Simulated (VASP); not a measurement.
Al2Cu (sol), 3 atoms in the cell. The structure is tetragonal, space group P4/mmm (No. 123). Conventional cell: a = 4.105 Å, b = 4.105 Å, c = 2.891 Å, α = 90.00°, β = 90.00°, γ = 90.00°. Al (site symmetry mmm) has 4 Cu at 2.51 Å and 6 Al at 2.89 to 2.90 Å within 3.3 Å. Within 3.3 Å of Cu (site symmetry 4/mmm) lie 8 Al at 2.51 Å and 2 Cu at 2.89 Å. 

```yaml
Program: VASP 6.6.1
Task: single point
Functional: PBEsol
Potentials_or_basis: VASP PAW PBE potentials, release 64 (Al, Cu)
Cutoff: 520 eV
k_mesh: 4 × 4 × 6
Occupations: gaussian, width 0.1 eV
Spin: no spin polarisation
Dipole_correction: no
Further_INCAR_settings: ALGO = Fast; EDIFF = 1e-06; NBANDS = 16
```

Potentials or basis: VASP PAW PBE potentials, release 64 (Al, Cu).

Launch:

```console
$ cat potpaw_PBE.64/Al/POTCAR potpaw_PBE.64/Cu/POTCAR > POTCAR
$ mpirun -np 1 vasp_std > vasp.out
```

Hardware: 1 thread of Intel(R) Xeon(R) Platinum 8488C (Sapphire Rapids) (shared host).

**Question.** How long does it take, and how much memory?

**Answer.** It took 17 s on 1 thread of Intel(R) Xeon(R) Platinum 8488C (Sapphire Rapids) (shared host), peak memory 0.16 GiB. Counts: scf iterations 25, k points 24.
